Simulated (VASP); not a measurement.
# O2: single point with RPBE

O2, in a box:

```
CELL_PARAMETERS angstrom
12.00000 0.00000 0.00000
0.00000 12.30000 0.00000
0.00000 0.00000 12.60000
ATOMIC_POSITIONS crystal
O 0.50000 0.50000 0.45140
O 0.50000 0.50000 0.54860
```

| Item | Value |
| --- | --- |
| Program | VASP 6.6.1 |
| Task | single point |
| Functional | RPBE |
| Potentials or basis | VASP PAW PBE potentials, release 64 (O) |
| Cutoff | 520 eV |
| k mesh | 1 × 1 × 1 |
| Occupations | fermi-dirac, width 0.01 eV |
| Spin | non-collinear spin, typed start, spin-orbit coupling |
| Starting moments | [[0.0, 0.0, 0.563], [0.0, 0.0, 0.563]] μB |

```
Largest force                                         : 1.027 eV/Å
Net moment                                            : 2.00 μB per cell
Valence electrons inside the program's atomic spheres : O 4.91
```

Forces on the atoms (eV/Å):
```
O    0.000  0.000 -1.027
O    0.000  0.000  1.027
```

Moments on the atoms (μB; x, y, z):
```
O   0.00 0.00 0.81
O   0.00 0.00 0.81
```

Run time: 20 min on 1 thread of AMD EPYC 9R45 96-Core Processor (Zen 5) (shared host), peak memory 4.5 GiB.

Caveat: the standard files for N, O and F lose accuracy on very short bonds; the PAW data sets were made with another functional, which shifts forces and pressure a little.
